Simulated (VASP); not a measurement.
Runs of VASP 6.6.1 on BaS. The structure is that of space group P-6m2 (No. 187), or close to it. The cells are those of the table. 

```csv
task,cell,cutoff (eV),gap on the mesh (eV),pressure (GPa)
single point,"a = 4.325, b = 4.325, c = 3.959 Å, angles 90.0, 90.0, 120.0°, 2 atoms",520,2.31,(a)
single point,"a = 4.360, b = 4.360, c = 3.975 Å, angles 90.0, 90.0, 120.0°, 2 atoms",520,2.33,0.6
single point,"a = 4.366, b = 4.366, c = 3.980 Å, angles 90.0, 90.0, 120.0°, 2 atoms",520,(b),0.5
relaxation of shape and atoms at fixed volume,"relaxed from a = 4.417, b = 4.417, c = 4.027 Å, angles 90.0, 90.0, 120.0°, 2 atoms",600,2.38,-1.0
```

Alike in all rows: level r2SCAN; potentials or basis VASP PAW PBE potentials, release 64 (Ba_sv, S); no spin polarisation; k mesh 6 × 6 × 6; smearing gaussian 0.05 eV.

**Question.** Estimate the missing entries.

**Answer.** (a) 1.5; (b) 2.34.

Caveats: the PAW data sets were made with another functional, which shifts forces and pressure a little; spin-orbit coupling is left out, which moves the levels of the heavy elements.

A k mesh can miss the band edges, and the runs leave out spin-orbit coupling on Ba.
